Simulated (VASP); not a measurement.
# Al (P6_3/mmc) in VASP: notebook

The runs below take Al through single point, with PBEsol+D3(BJ).

Program: VASP 6.6.1. These are calculated values, not measurements. Logs are shortened: lines on timing, memory, paths and dates and some standing lists are left out, and cuts for length are marked.

### 1 The cell of the first run

Symmetry: P6_3/mmc, No. 194, hexagonal system. Conventional cell: a = 2.812 Å, b = 2.812 Å, c = 4.867 Å, α = 90.00°, β = 90.00°, γ = 120.00°. Within 3.7 Å of Al (site symmetry -6m2) lie 12 Al at 2.81 to 2.93 Å.

This isn't the form of Al at room conditions, which is fcc.

### 2 Single point, PBEsol+D3(BJ)

Input file INCAR:

```
ALGO = Fast ; EDIFF = 1E-6
ENCUT = 520 ; GGA = PS
ISIF = 2 ; ISMEAR = 0
IVDW = 12 ; LASPH = True
LCHARG = False ; LREAL = False
LWAVE = False ; NBANDS = 10
NELM = 100 ; PREC = Accurate
SIGMA = 0.1
```

Input file KPOINTS:

```
k-points
0
Gamma
  9 9 4
```

Input file POSCAR:

```
Al
1.0
    2.8124553515      0.0000000000      0.0000000000
   -1.4062276757      2.4356577814      0.0000000000
    0.0000000000      0.0000000000      4.8668500000
Al
2
Direct
    0.6666666700      0.3333333300      0.7500000000
    0.3333333300      0.6666666700      0.2500000000
```

Potentials or basis: VASP PAW PBE potentials, release 64 (Al).

On the command line:

```bash
$ cat potpaw_PBE.64/Al/POTCAR > POTCAR
$ mpirun -np 1 vasp_std > vasp.out
```

OUTCAR:

```text
EDIFF = 1E-6
   ENCUT = 520
   GGA = PS
   ISIF = 2
   ISMEAR = 0
   IVDW = 12
   LASPH = True
   LREAL = False
   NELM = 100
   PREC = Accurate
 IVDW          = 12

 ion  position               nearest neighbor table
   1  0.667  0.333  0.750-   2 2.93   2 2.93   2 2.93   2 2.93   2 2.93   2 2.93
   2  0.333  0.667  0.250-   1 2.93   1 2.93   1 2.93   1 2.93   1 2.93   1 2.93

  LATTYP: Found a hexagonal cell.
 ALAT       =     2.8124553515
 C/A-ratio  =     1.7304630267

  Lattice vectors:

 A1 = (   2.8124553515,   0.0000000000,   0.0000000000)
 A2 = (  -1.4062276757,   2.4356577814,   0.0000000000)
 A3 = (   0.0000000000,   0.0000000000,   4.8668500000)

Analysis of symmetry for initial positions (statically):
=====================================================================
 Subroutine PRICEL returns:
 Original cell was already a primitive cell.

 Routine SETGRP: Setting up the symmetry group for a
 hexagonal supercell.

 Subroutine GETGRP returns: Found 24 space group operations
 (whereof 12 operations were pure point group operations)
 out of a pool of 24 trial point group operations.

The static configuration has the point symmetry D_3d.
 The point group associated with its full space group is D_6h.

Analysis of symmetry for dynamics (positions and initial velocities):
=====================================================================
 Subroutine PRICEL returns:
 Original cell was already a primitive cell.

 Routine SETGRP: Setting up the symmetry group for a
 hexagonal supercell.

 Subroutine GETGRP returns: Found 24 space group operations
 (whereof 12 operations were pure point group operations)
 out of a pool of 24 trial point group operations.

The dynamic configuration has the point symmetry D_3d.
 The point group associated with its full space group is D_6h.

 Subroutine INISYM returns: Found 24 space group operations
 (whereof 12 operations are pure point group operations),
 and found     1 'primitive' translations

----------------------------------------------------------------------------------------

                                     Primitive cell

  volume of cell :      33.3388

  direct lattice vectors                    reciprocal lattice vectors
     2.812455352  0.000000000  0.000000000     0.355561200  0.205283355  0.000000000
    -1.406227676  2.435657781  0.000000000     0.000000000  0.410566709  0.000000000
     0.000000000  0.000000000  4.866850000     0.000000000  0.000000000  0.205471712

  length of vectors
     2.812455352  2.812455351  4.866850000     0.410566709  0.410566709  0.205471712

  position of ions in fractional coordinates (direct lattice)
     0.666666670  0.333333330  0.750000000
     0.333333330  0.666666670  0.250000000

  ion indices of the primitive-cell ions
   primitive index   ion index
                 1           1
                 2           2

----------------------------------------------------------------------------------------

 KPOINTS: k-points

Automatic generation of k-mesh.
 Grid dimensions read from file:
 generate k-points for:    9    9    4

 Generating k-lattice:

  Cartesian coordinates                     Fractional coordinates (reciprocal lattice)
     0.039506800  0.022809262  0.000000000     0.111111111  0.000000000  0.000000000
     0.000000000  0.045618523  0.000000000     0.000000000  0.111111111  0.000000000
     0.000000000  0.000000000  0.051367928     0.000000000  0.000000000  0.250000000

  Length of vectors
     0.045618523  0.045618523  0.051367928

  Shift w.r.t. Gamma in fractional coordinates (k-lattice)
     0.000000000  0.000000000  0.000000000

 Subroutine IBZKPT returns following result:
 ===========================================

 Found     36 irreducible k-points:

 Following reciprocal coordinates:
            Coordinates               Weight
  0.000000  0.000000  0.000000      1.000000
  0.111111  0.000000  0.000000      6.000000
  0.222222  0.000000  0.000000      6.000000
  0.333333  0.000000  0.000000      6.000000
  0.444444  0.000000  0.000000      6.000000
  0.111111  0.111111  0.000000      6.000000
[... 16 lines left out ...]
  0.333333  0.222222  0.250000     24.000000
  0.333333  0.333333  0.250000      4.000000
 [... further k-points ...]
   k-points           NKPTS =     36   k-points in BZ     NKDIM =     36   number of bands    NBANDS=     10
   number of dos      NEDOS =    301   number of ions     NIONS =      2
   total plane-waves  NPLWV =  20736
   dimension x,y,z NGX =    24 NGY =   24 NGZ =   36
   dimension x,y,z NGXF=    48 NGYF=   48 NGZF=   72
   ions per type =               2
   NGX,Y,Z   is equivalent  to a cutoff of  14.19, 14.19, 12.30 a.u.
   NGXF,Y,Z  is equivalent  to a cutoff of  28.37, 28.37, 24.59 a.u.
 SYSTEM =  unknown system
   PREC   = accura    normal or accurate (medium, high low for compatibility)
   ISTART =      0    job   : 0-new  1-cont  2-samecut
   ICHARG =      2    charge: 1-file 2-atom 10-const
   ISPIN  =      1    spin polarized calculation?
   LNONCOLLINEAR =      F non collinear calculations
   LSORBIT =      F    spin-orbit coupling
   LASPH  =      T    aspherical Exc in radial PAW
   ENCUT  =  520.0 eV  38.22 Ry    6.18 a.u.   5.23  5.23  9.05*2*pi/ulx,y,z
   NELM   =    100;   NELMIN=  2; NELMDL= -5     # of ELM steps
   EDIFF  = 0.1E-05   stopping-criterion for ELM
   LREAL  =      F    real-space projection
   EDIFFG = 0.1E-04   stopping-criterion for IOM
   NSW    =      0    number of steps for IOM
   IBRION =     -1    ionic relax: 0-MD 1-quasi-New 2-CG
   NFREE  =      0    steps in history (QN), initial steepest desc. (CG)
   ISIF   =      2    stress and relaxation
   ISYM   =      2    0-nonsym 1-usesym 2-fastsym
   POTIM  = 0.5000    time-step for ionic-motion
   TEBEG  =    0.0;   TEEND  =   0.0 temperature during run
   PSTRESS=    0.0 pullay stress
   NELECT =       6.0000    total number of electrons
   NUPDOWN=      -1.0000    fix difference up-down
   EMIN   =  10.00;   EMAX   =-10.00  energy-range for DOS
   EFERMI =   0.00;   METHOD = LEGACY
   ISMEAR =     0;   SIGMA  =   0.10  broadening in eV -4-tet -1-fermi 0-gaus
   EFERMI_NEDOS =   21; number of points for ismear=-14 and -15
   IALGO  =     68    algorithm
   IMIX   =      4    mixing-type and parameters
     AMIX     =   0.40;   BMIX     =  1.00
     AMIX_MAG =   1.60;   BMIX_MAG =  1.00
  volume/ion in A,a.u.               =      16.67       112.49
  Fermi-wavevector in a.u.,A,eV,Ry     =   0.924291  1.746656 11.623640  0.854313
  Thomas-Fermi vector in A             =   2.050021
   LORBIT       =      0    0 simple, 1 ext, 2 COOP (PROOUT), +10 PAW based schemes
   GGA     = PS    functional components
   LHFCALC =     F    Hartree Fock is set to
   AEXX    =    0.0000 exact exchange contribution
   IVDW    =    12    specifies the selected vdW correction
   LEPSILON=     F    determine dielectric tensor
   LRPA    =     F    only Hartree local field effects (RPA)
 non-spin polarized calculation
 RMM-DIIS sequential band-by-band and
 Gauss-broadening in eV      SIGMA  =   0.10
  energy-cutoff  :      520.00
  volume of cell :       33.34
 maximum number of plane-waves:       918
 NGX is ok and might be reduce to    24

 number of electron       6.0000000 magnetization

 Free energy of the ion-electron system (eV)
  ---------------------------------------------------
  ext. energy  EPLUGINS =         0.00000000
  ---------------------------------------------------
  free energy    TOTEN  =        -8.10505610 eV

  energy without entropy =       -8.10214213  energy(sigma->0) =       -8.10359911

 E-fermi :   7.7816     XC(G=0): -10.2186

 val. band max:        7.7604350886   @ k =   0.3333   0.0000   0.2500
 cond. band min:       7.9429812278   @ k =   0.3333   0.2222   0.2500
 fundamental gap:      0.1825461392
 Fermi energy:         7.7816344043

 k-point     1 :       0.0000    0.0000    0.0000
  band No.  band energies     occupation
      1      -3.2203      2.00000
      2       2.7844      2.00000
      3       3.0095      2.00000
      4      18.9779      0.00000
      5      19.2603      0.00000
      6      19.2603      0.00000
      7      19.4788      0.00000
      8      19.4788      0.00000
      9      20.2058      0.00000
     10      22.5508      0.00000

 k-point     2 :       0.1111    0.0000    0.0000
  band No.  band energies     occupation
      1      -2.9126      2.00000
      2       3.0857      2.00000
      3       3.2969      2.00000
      4      15.4101      0.00000
      5      17.2729      0.00000
      6      18.3286      0.00000
      7      19.7104      0.00000
      8      20.2736      0.00000
      9      21.3246      0.00000
     10      21.4710      0.00000

 k-point     3 :       0.2222    0.0000    0.0000
  band No.  band energies     occupation
      1      -1.9938      2.00000
      2       3.9760      2.00000
      3       4.1590      2.00000
      4      11.2976      0.00000
      5      15.7064      0.00000
      6      16.1617      0.00000
      7      17.0885      0.00000
      8      17.5996      0.00000
      9      20.5901      0.00000
     10      20.9581      0.00000

 k-point     4 :       0.3333    0.0000    0.0000
  band No.  band energies     occupation
      1      -0.4764      2.00000
      2       5.3569      2.00000
      3       5.5939      2.00000
      4       7.6862      1.82278
      5      13.0646      0.00000
      6      13.4204      0.00000
      7      14.6651      0.00000
      8      16.3134      0.00000
      9      19.6764      0.00000
     10      20.3637      0.00000
[... 222 lines left out ...]
 k-point    22 :       0.2222    0.2222    0.2500
  band No.  band energies     occupation
      1       0.8054      2.00000
      2       3.7914      2.00000
      3       8.5536      0.00000
      4       8.6703      0.00000
      5       9.7896      0.00000
      6      11.7414      0.00000
      7      12.0703      0.00000
      8      17.0168      0.00000
      9      17.6393      0.00000
     10      18.8984      0.00000

 k-point    23 :       0.3333    0.2222    0.2500
  band No.  band energies     occupation
      1       2.8750      2.00000
      2       5.2690      2.00000
      3       6.0945      2.00000
      4       7.9430      0.02250
      5       8.7568      0.00000
      6      10.8926      0.00000
      7      12.2459      0.00000
      8      14.5132      0.00000
      9      16.8993      0.00000
     10      20.4803      0.00000

 k-point    24 :       0.3333    0.3333    0.2500
  band No.  band energies     occupation
      1       5.1124      2.00000
      2       5.1124      2.00000
      3       5.2809      2.00000
      4       8.1219      0.00000
      5       8.4044      0.00000
      6       8.4044      0.00000
      7      14.1628      0.00000
      8      14.1628      0.00000
      9      14.3483      0.00000
     10      22.4833      0.00000

 [... further k-points ...]

------------------------ aborting loop because EDIFF is reached ----------------------------------------

 Edisp (eV)   -0.62827

 E8    (eV) :    -0.4231

  FORCE on cell =-STRESS in cart. coord.  units (eV):
  Direction    XX          YY          ZZ          XY          YZ          ZX
  --------------------------------------------------------------------------------------
  -------------------------------------------------------------------------------------
  Total      -0.79877    -0.79877    -0.85570    -0.00000     0.00000     0.00000
  in kB     -38.38704   -38.38704   -41.12299    -0.00000     0.00000     0.00000
  external pressure =      -39.30 kB  Pullay stress =        0.00 kB

 VOLUME and BASIS-vectors are now :
 -----------------------------------------------------------------------------
  energy-cutoff  :      520.00
  volume of cell :       33.34
      direct lattice vectors                 reciprocal lattice vectors
     2.812455352  0.000000000  0.000000000     0.355561200  0.205283355  0.000000000
    -1.406227676  2.435657781  0.000000000     0.000000000  0.410566709  0.000000000
     0.000000000  0.000000000  4.866850000     0.000000000  0.000000000  0.205471712

 POSITION                                       TOTAL-FORCE (eV/Angst)
 -----------------------------------------------------------------------------------
      1.40623      0.81189      3.65014         0.000000      0.000000      0.000000
     -0.00000      1.62377      1.21671        -0.000000     -0.000000      0.000000
 -----------------------------------------------------------------------------------
    total drift:                                0.000000     -0.000000      0.000000

  FREE ENERGIE OF THE ION-ELECTRON SYSTEM (eV)
  ---------------------------------------------------
  free  energy   TOTEN  =        -8.7333234849 eV

  energy  without entropy=       -8.7304095147  energy(sigma->0) =       -8.73186650
```

Wall time 11 s (1 thread of Intel Xeon 8259CL, shared host); peak memory 0.15 GiB.

Results:

```
Free energy                : -8.7333 eV
Pressure                   : -3.9 GPa
Band gap on the k mesh     : zero (bands 3 and 4 overlap by 6.17 eV)
Dispersion energy per atom : -0.314 eV
```

Caveat: the cell stands under tension; the PAW data sets were made with another functional, which shifts forces and pressure a little.

### 3 Single point, PBEsol+D3(BJ)

This run uses another cell than the first one, of 15.66 Å³/atom.

Input file INCAR:

```
SYSTEM = Al
PREC = Accurate ; ENCUT = 520
EDIFF = 1E-6 ; ISMEAR = 0
SIGMA = 0.1 ; LREAL = .False.
LASPH = .True. ; NELM = 100
ALGO = Normal ; ISIF = 2
LWAVE = .False. ; LCHARG = .True.
GGA = PS ; IVDW = 12
LELF = .True. ; LVHAR = .True.
NBANDS = 10
```

Input file KPOINTS:

```
Automatic mesh
0
Gamma
  18 18 10
  0 0 0
```

Input file POSCAR:

```
Al
1.0
    2.7899121276      0.0000000000      0.0000000000
   -1.3949560638      2.4161347769      0.0000000000
    0.0000000000      0.0000000000      4.6470928581
Al
2
Direct
    0.6666666667      0.3333333333      0.7500000000
    0.3333333333      0.6666666667      0.2500000000
```

Potentials or basis: VASP PAW PBE potentials, release 64 (Al).

On the command line:

```bash
$ cat potpaw_PBE.64/Al/POTCAR > POTCAR
$ mpirun -np 1 vasp_std > vasp.out
```

Run time: 42 s. Hardware: 1 thread of Intel Xeon 8259CL, shared host; peak memory 0.2 GiB.

Results (log left out):

```yaml
Free_energy: -8.7710 eV
Pressure: 0.1 GPa
Band_gap_on_the_k_mesh: zero (bands 3 and 4 overlap by 7.31 eV)
Dispersion_energy_per_atom: -0.335 eV
```

Levels at points of the mesh, in eV from the Fermi level:
```csv
k point,band 1,band 2,band 3,band 4,band 5,band 6,band 7
"(0.00, 0.00, 0.00)",-11.49,-4.90,-4.69,11.33,11.33,11.52,11.52
"(0.50, 0.00, 0.00)",-5.36,-5.27,0.60,1.06,1.40,1.76,6.09
"(0.00, 0.00, 0.50)",-9.79,-9.79,3.18,3.18,12.38,12.38,12.38
"(0.50, 0.00, 0.50)",-4.05,-4.05,-3.23,-3.23,7.54,7.54,7.67
```

Caveat: the PAW data sets were made with another functional, which shifts forces and pressure a little.

### 4 Single point, PBEsol+D3(BJ)

This run uses another cell than the first one: it holds 6 atoms, not 2.

Input file INCAR:

```
PREC = Accurate
ENCUT = 520
EDIFF = 1E-7
ISMEAR = 0
SIGMA = 0.15
LREAL = False
LASPH = True
NELM = 80
ALGO = Fast
ISIF = 2
LWAVE = False
LCHARG = False
GGA = PS
IVDW = 12
NBANDS = 18
```

Input file KPOINTS:

```
regular mesh
0
Gamma
  18 18 4
```

Input file POSCAR:

```
Al
1.0
   -2.7899121276      0.0000000000      0.0000000000
   -1.3949560638     -2.4161347768      0.0000000000
    0.0000000000      0.0000000000     13.9412785744
Al
6
Direct
    0.6666666667      0.6666666667      0.2500000000
    0.6666666667      0.6666666667      0.5833333333
    0.6666666667      0.6666666667      0.9166666667
    0.3333333333      0.3333333333      0.0833333333
    0.3333333333      0.3333333333      0.4166666667
    0.3333333333      0.3333333333      0.7500000000
```

On the command line:

```bash
$ cat potpaw_PBE.64/Al/POTCAR > POTCAR
$ mpirun -np 1 vasp_std > vasp.out
```

It took 4.5 min on 1 thread of Intel Xeon 8259CL, shared host; peak memory 0.32 GiB.

Results (log left out):

- Free energy: -26.3311 eV
- Pressure: 0.2 GPa
- Band gap on the k mesh: zero (bands 9 and 10 overlap by 6.19 eV)
- Dispersion energy per atom: -0.335 eV

Stress tensor (GPa, compression positive):
```
 0.65  0.00  0.00
 0.00  0.65  0.00
 0.00  0.00 -0.74
```

Levels at points of the mesh, in eV from the Fermi level:
```
           k point  band 4  band 5  band 6  band 7  band 8  band 9  band 10  band 11  band 12  band 13
(0.00, 0.00, 0.00)   -8.49   -8.49   -4.91   -4.70    0.21    0.21     6.38     6.38    11.32    11.32
(0.50, 0.00, 0.00)   -4.66   -4.60   -4.60   -2.34   -2.34   -2.29    -2.29     0.59     1.05     1.39
(0.00, 0.00, 0.50)   -9.80   -6.82   -6.82   -2.46   -2.46    3.17     3.17     9.72     9.72    11.46
(0.50, 0.00, 0.50)   -5.10   -4.06   -4.06   -3.24   -3.24   -0.81    -0.81    -0.72    -0.72     3.43
```

Caveat: the PAW data sets were made with another functional, which shifts forces and pressure a little.

### 5 Summary

| cell | k mesh | smearing | gap on the mesh (eV) | pressure (GPa) |
| --- | --- | --- | --- | --- |
| a = 2.812, b = 2.812, c = 4.867 Å, angles 90.0, 90.0, 120.0°, 2 atoms, atomic positions A | 9 × 9 × 4 | gaussian 0.1 eV | none | -3.9 |
| a = 2.790, b = 2.790, c = 4.647 Å, angles 90.0, 90.0, 120.0°, 2 atoms, atomic positions A | 18 × 18 × 10 | gaussian 0.1 eV | none | 0.1 |
| a = 2.790, b = 2.790, c = 13.941 Å, angles 90.0, 90.0, 60.0°, 6 atoms, atomic positions B | 18 × 18 × 4 | gaussian 0.15 eV | none | 0.2 |

Alike in all rows: task single point; level PBEsol+D3(BJ); potentials or basis VASP PAW PBE potentials, release 64 (Al); no spin polarisation; cutoff (eV) 520.

Caveats: the PAW data sets were made with another functional, which shifts forces and pressure a little; the cell stands under tension (at least some runs).

Absolute energies hang on the potentials; compare differences alone.
